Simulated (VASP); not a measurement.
P, 2 atoms in the cell. Symmetry: Fd-3m, No. 227, cubic system. The conventional cell has a = 5.478 Å, b = 5.478 Å, c = 5.478 Å, α = 90.00°, β = 90.00°, γ = 90.00°. P (site symmetry -43m) has 4 P at 2.37 Å within 3.1 Å. 

| Quantity | Value |
| --- | --- |
| Program | VASP 6.6.1 |
| Task | single point |
| Functional | PBE |
| Potentials or basis | VASP PAW PBE potentials, release 64 (P) |
| Cutoff | 520 eV |
| k mesh | 16 × 16 × 16 |
| Occupations | fermi-dirac, width 0.1 eV |
| Spin | no spin polarisation |
| Dipole correction | no |
| Further INCAR settings | ALGO = Normal; EDIFF = 1e-06; NBANDS = 12 |

Potentials or basis: VASP PAW PBE potentials, release 64 (P).

Launch:

```console
$ cat potpaw_PBE.64/P/POTCAR > POTCAR
$ mpirun -np 1 vasp_std > vasp.out
```

Hardware: 1 thread of Intel(R) Xeon(R) Platinum 8259CL CPU @ 2.50GHz (Skylake/Cascade Lake) (shared host).

**Question.** How long does it take, and how much memory?

**Answer.** Wall time 60 s on 1 thread of Intel(R) Xeon(R) Platinum 8259CL CPU @ 2.50GHz (Skylake/Cascade Lake) (shared host), peak memory 0.19 GiB. Counts: scf iterations 11, k points 145.
